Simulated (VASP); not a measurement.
# ZrB2 (Pmmm) in VASP: further runs

Runs on ZrB2. Level: PBE. Tasks: single point, relaxation of cell and atoms.

Program: VASP 6.6.1. These are calculated values, not measurements. Logs are shortened: lines on timing, memory, paths and dates and some standing lists are left out, and cuts for length are marked.

## (1) The cell of the first run

Symmetry: Pmmm, No. 47, orthorhombic system. The conventional cell has a = 3.093 Å, b = 3.136 Å, c = 4.611 Å, α = 90.00°, β = 90.00°, γ = 90.00°. Zr (site symmetry mmm) has 6 B at 2.31 to 2.79 Å and 4 Zr at 3.09 to 3.14 Å within 3.2 Å. B (site symmetry mmm) has 2 B at 1.57 Å within 2.1 Å. B (site symmetry mmm) has 2 B at 1.57 Å within 2.1 Å.

The cell was generated, and may not be a known phase.

## (2) Single point, PBE

INCAR reads:

```
PREC = Accurate ; ENCUT = 520
EDIFF = 1E-6 ; ISMEAR = 0
SIGMA = 0.1 ; LREAL = False
LASPH = True ; NELM = 80
ALGO = Normal ; ISIF = 2
LWAVE = False ; LCHARG = True
GGA = PE ; LELF = True
LVHAR = True ; NBANDS = 16
```

KPOINTS reads:

```
regular mesh
0
Gamma
  14 14 10
```

POSCAR reads:

```
ZrB2
1.0
    3.0925271203      0.0000000000      0.0000000000
    0.0000000000      3.1357513286      0.0000000000
    0.0000000000      0.0000000000      4.6108535057
Zr B
1 2
Direct
    0.5000000000      0.0000000000      0.0000000000
    0.5000000000      0.5000000000      0.5000000000
    0.5000000000      0.0000000000      0.5000000000
```

Potentials or basis: VASP PAW PBE potentials, release 64 (Zr_sv, B).

Run with:

```console
> cat potpaw_PBE.64/Zr_sv/POTCAR potpaw_PBE.64/B/POTCAR > POTCAR
> mpirun -np 1 vasp_std > vasp.out
```

OUTCAR:

```text
PREC = Accurate
   ENCUT = 520
   EDIFF = 1E-6
   ISMEAR = 0
   LREAL = False
   LASPH = True
   NELM = 80
   ISIF = 2
   GGA = PE

 ion  position               nearest neighbor table
   1  0.500  0.000  0.000-   3 2.31   3 2.31   2 2.79   2 2.79   2 2.79   2 2.79
   2  0.500  0.500  0.500-   3 1.57   3 1.57   1 2.79   1 2.79   1 2.79   1 2.79
   3  0.500  0.000  0.500-   2 1.57   2 1.57   1 2.31   1 2.31

  LATTYP: Found a simple orthorhombic cell.
 ALAT       =     3.0925271203
 B/A-ratio  =     1.0139769860
 C/A-ratio  =     1.4909662313

  Lattice vectors:

 A1 = (   3.0925271203,   0.0000000000,   0.0000000000)
 A2 = (   0.0000000000,   3.1357513286,   0.0000000000)
 A3 = (   0.0000000000,   0.0000000000,   4.6108535057)

Analysis of symmetry for initial positions (statically):
=====================================================================
 Subroutine PRICEL returns:
 Original cell was already a primitive cell.

 Routine SETGRP: Setting up the symmetry group for a
 simple orthorhombic supercell.

 Subroutine GETGRP returns: Found  8 space group operations
 (whereof  8 operations were pure point group operations)
 out of a pool of  8 trial point group operations.

The static configuration has the point symmetry D_2h.

Analysis of symmetry for dynamics (positions and initial velocities):
=====================================================================
 Subroutine PRICEL returns:
 Original cell was already a primitive cell.

 Routine SETGRP: Setting up the symmetry group for a
 simple orthorhombic supercell.

 Subroutine GETGRP returns: Found  8 space group operations
 (whereof  8 operations were pure point group operations)
 out of a pool of  8 trial point group operations.

The dynamic configuration has the point symmetry D_2h.

 Subroutine INISYM returns: Found  8 space group operations
 (whereof  8 operations are pure point group operations),
 and found     1 'primitive' translations

----------------------------------------------------------------------------------------

                                     Primitive cell

  volume of cell :      44.7133

  direct lattice vectors                    reciprocal lattice vectors
     3.092527120  0.000000000  0.000000000     0.323360139  0.000000000  0.000000000
     0.000000000  3.135751329  0.000000000     0.000000000  0.318902839  0.000000000
     0.000000000  0.000000000  4.610853506     0.000000000  0.000000000  0.216879586

  length of vectors
     3.092527120  3.135751329  4.610853506     0.323360139  0.318902839  0.216879586

  position of ions in fractional coordinates (direct lattice)
     0.500000000  0.000000000  0.000000000
     0.500000000  0.500000000  0.500000000
     0.500000000  0.000000000  0.500000000

  ion indices of the primitive-cell ions
   primitive index   ion index
                 1           1
                 2           2
                 3           3

----------------------------------------------------------------------------------------

 KPOINTS: regular mesh

Automatic generation of k-mesh.
 Grid dimensions read from file:
 generate k-points for:   14   14   10

 Generating k-lattice:

  Cartesian coordinates                     Fractional coordinates (reciprocal lattice)
     0.023097153  0.000000000  0.000000000     0.071428571  0.000000000  0.000000000
     0.000000000  0.022778774  0.000000000     0.000000000  0.071428571  0.000000000
     0.000000000  0.000000000  0.021687959     0.000000000  0.000000000  0.100000000

  Length of vectors
     0.023097153  0.022778774  0.021687959

  Shift w.r.t. Gamma in fractional coordinates (k-lattice)
     0.000000000  0.000000000  0.000000000

 Subroutine IBZKPT returns following result:
 ===========================================

 Found    384 irreducible k-points:

 Following reciprocal coordinates:
            Coordinates               Weight
  0.000000  0.000000  0.000000      1.000000
  0.071429  0.000000  0.000000      2.000000
  0.142857  0.000000  0.000000      2.000000
  0.214286  0.000000  0.000000      2.000000
  0.285714  0.000000  0.000000      2.000000
  0.357143  0.000000  0.000000      2.000000
[... 16 lines left out ...]
  0.428571  0.142857  0.000000      4.000000
  0.500000  0.142857  0.000000      2.000000
 [... further k-points ...]
   k-points           NKPTS =    384   k-points in BZ     NKDIM =    384   number of bands    NBANDS=     16
   number of dos      NEDOS =    301   number of ions     NIONS =      3
   total plane-waves  NPLWV =  20736
   dimension x,y,z NGX =    24 NGY =   24 NGZ =   36
   dimension x,y,z NGXF=    48 NGYF=   48 NGZF=   72
   ions per type =               1   2
   NGX,Y,Z   is equivalent  to a cutoff of  12.90, 12.72, 12.98 a.u.
   NGXF,Y,Z  is equivalent  to a cutoff of  25.80, 25.45, 25.96 a.u.
 SYSTEM =  unknown system
   PREC   = accura    normal or accurate (medium, high low for compatibility)
   ISTART =      0    job   : 0-new  1-cont  2-samecut
   ICHARG =      2    charge: 1-file 2-atom 10-const
   ISPIN  =      1    spin polarized calculation?
   LNONCOLLINEAR =      F non collinear calculations
   LSORBIT =      F    spin-orbit coupling
   LASPH  =      T    aspherical Exc in radial PAW
   ENCUT  =  520.0 eV  38.22 Ry    6.18 a.u.   5.75  5.83  8.57*2*pi/ulx,y,z
   NELM   =     80;   NELMIN=  2; NELMDL= -5     # of ELM steps
   EDIFF  = 0.1E-05   stopping-criterion for ELM
   LREAL  =      F    real-space projection
   EDIFFG = 0.1E-04   stopping-criterion for IOM
   NSW    =      0    number of steps for IOM
   IBRION =     -1    ionic relax: 0-MD 1-quasi-New 2-CG
   NFREE  =      0    steps in history (QN), initial steepest desc. (CG)
   ISIF   =      2    stress and relaxation
   ISYM   =      2    0-nonsym 1-usesym 2-fastsym
   POTIM  = 0.5000    time-step for ionic-motion
   TEBEG  =    0.0;   TEEND  =   0.0 temperature during run
   PSTRESS=    0.0 pullay stress
   NELECT =      18.0000    total number of electrons
   NUPDOWN=      -1.0000    fix difference up-down
   EMIN   =  10.00;   EMAX   =-10.00  energy-range for DOS
   EFERMI =   0.00;   METHOD = LEGACY
   ISMEAR =     0;   SIGMA  =   0.10  broadening in eV -4-tet -1-fermi 0-gaus
   EFERMI_NEDOS =   21; number of points for ismear=-14 and -15
   IALGO  =     38    algorithm
   IMIX   =      4    mixing-type and parameters
     AMIX     =   0.40;   BMIX     =  1.00
     AMIX_MAG =   1.60;   BMIX_MAG =  1.00
  volume/ion in A,a.u.               =      14.90       100.58
  Fermi-wavevector in a.u.,A,eV,Ry     =   1.208797  2.284296 19.880712  1.461191
  Thomas-Fermi vector in A             =   2.344394
   LORBIT       =      0    0 simple, 1 ext, 2 COOP (PROOUT), +10 PAW based schemes
   GGA     = PE    functional components
   LHFCALC =     F    Hartree Fock is set to
   AEXX    =    0.0000 exact exchange contribution
   IVDW    =     0    specifies the selected vdW correction
   LEPSILON=     F    determine dielectric tensor
   LRPA    =     F    only Hartree local field effects (RPA)
 non-spin polarized calculation
 Gauss-broadening in eV      SIGMA  =   0.10
  energy-cutoff  :      520.00
  volume of cell :       44.71
 maximum number of plane-waves:      1240
 NGX is ok and might be reduce to    24
   NGX = 11   NGY = 11   NGZ = 17

 number of electron      18.0000000 magnetization

 Free energy of the ion-electron system (eV)
  ---------------------------------------------------
  ext. energy  EPLUGINS =         0.00000000
  ---------------------------------------------------
  free energy    TOTEN  =       -20.65305054 eV

  energy without entropy =      -20.64491274  energy(sigma->0) =      -20.64898164

 E-fermi :   5.9027     XC(G=0): -10.4575

 val. band max:        5.8970161113   @ k =   0.5000   0.0000   0.2000
 cond. band min:       5.9074989609   @ k =   0.0000   0.2143   0.1000
 fundamental gap:      0.0104828495
 Fermi energy:         5.9027287326

 k-point     1 :       0.0000    0.0000    0.0000
  band No.  band energies     occupation
      1     -42.7976      2.00000
      2     -20.9242      2.00000
      3     -20.5510      2.00000
      4     -20.4863      2.00000
      5      -4.9178      2.00000
      6       2.0652      2.00000
[... 8 lines left out ...]
     15      13.5311      0.00000
     16      14.2875      0.00000

 k-point     2 :       0.0714    0.0000    0.0000
  band No.  band energies     occupation
      1     -42.7941      2.00000
      2     -20.9202      2.00000
      3     -20.5870      2.00000
      4     -20.4832      2.00000
      5      -4.8665      2.00000
      6       2.0814      2.00000
[... 8 lines left out ...]
     15      13.5630      0.00000
     16      14.2799      0.00000

 k-point     3 :       0.1429    0.0000    0.0000
  band No.  band energies     occupation
      1     -42.7843      2.00000
      2     -20.9089      2.00000
      3     -20.6871      2.00000
      4     -20.4745      2.00000
      5      -4.7166      2.00000
      6       2.1274      2.00000
[... 8 lines left out ...]
     15      13.6514      0.00000
     16      14.2213      0.00000

 k-point     4 :       0.2143    0.0000    0.0000
  band No.  band energies     occupation
      1     -42.7701      2.00000
      2     -20.8927      2.00000
      3     -20.8289      2.00000
      4     -20.4620      2.00000
      5      -4.4813      2.00000
      6       2.1954      2.00000
[... 8 lines left out ...]
     15      13.7823      0.00000
     16      14.0683      0.00000
[... 324 lines left out ...]
 k-point    22 :       0.3571    0.1429    0.0000
  band No.  band energies     occupation
      1     -42.7289      2.00000
      2     -21.1044      2.00000
      3     -20.8437      2.00000
      4     -20.5522      2.00000
      5      -3.6655      2.00000
      6       1.7503      2.00000
[... 8 lines left out ...]
     15      12.7467      0.00000
     16      14.3019      0.00000

 k-point    23 :       0.4286    0.1429    0.0000
  band No.  band energies     occupation
      1     -42.7190      2.00000
      2     -21.1961      2.00000
      3     -20.8324      2.00000
      4     -20.5425      2.00000
      5      -3.4203      2.00000
      6       1.8209      2.00000
[... 8 lines left out ...]
     15      12.4520      0.00000
     16      14.3925      0.00000

 k-point    24 :       0.5000    0.1429    0.0000
  band No.  band energies     occupation
      1     -42.7154      2.00000
      2     -21.2286      2.00000
      3     -20.8284      2.00000
      4     -20.5391      2.00000
      5      -3.3232      2.00000
      6       1.7263      2.00000
[... 8 lines left out ...]
     15      12.3439      0.00000
     16      14.4280      0.00000

 [... further k-points ...]

------------------------ aborting loop because EDIFF is reached ----------------------------------------

  FORCE on cell =-STRESS in cart. coord.  units (eV):
  Direction    XX          YY          ZZ          XY          YZ          ZX
  --------------------------------------------------------------------------------------
  -------------------------------------------------------------------------------------
  Total       -0.0071932      0.0002880      0.0347650      0.0000000      0.0000000      0.0000000
  in kB       -0.2577482      0.0103182      1.2457093      0.0000000      0.0000000      0.0000000
  external PRESSURE =       0.3327598 kB  Pullay stress =       0.0000000 kB

 VOLUME and BASIS-vectors are now :
 -----------------------------------------------------------------------------
  energy-cutoff  :      520.00
  volume of cell :       44.71
      direct lattice vectors                 reciprocal lattice vectors
     3.092527120  0.000000000  0.000000000     0.323360139  0.000000000  0.000000000
     0.000000000  3.135751329  0.000000000     0.000000000  0.318902839  0.000000000
     0.000000000  0.000000000  4.610853506     0.000000000  0.000000000  0.216879586

 POSITION                                       TOTAL-FORCE (eV/Angst)
 -----------------------------------------------------------------------------------
      1.54626      0.00000      0.00000         0.000000      0.000000      0.000000
      1.54626      1.56788      2.30543         0.000000      0.000000      0.000000
      1.54626      0.00000      2.30543         0.000000      0.000000      0.000000
 -----------------------------------------------------------------------------------
    total drift:                                0.000000      0.000000     -0.000000

  FREE ENERGIE OF THE ION-ELECTRON SYSTEM (eV)
  ---------------------------------------------------
  free  energy   TOTEN  =       -20.6530505404 eV

  energy  without entropy=      -20.6449127369  energy(sigma->0) =      -20.64898164
```

Run time: 2 min. Hardware: 1 thread of Intel Xeon Platinum 8488C (Sapphire Rapids), shared host; peak memory 0.37 GiB.

What came out:

```yaml
Free_energy: -20.6531 eV
Pressure: 0.0 GPa
Band_gap_on_the_k_mesh: zero (bands 9 and 10 overlap by 1.83 eV)
```

Stress tensor (GPa, compression positive):
```
-0.03  0.00  0.00
 0.00  0.00  0.00
 0.00  0.00  0.12
```

(Part 1 of 2 ends here.)
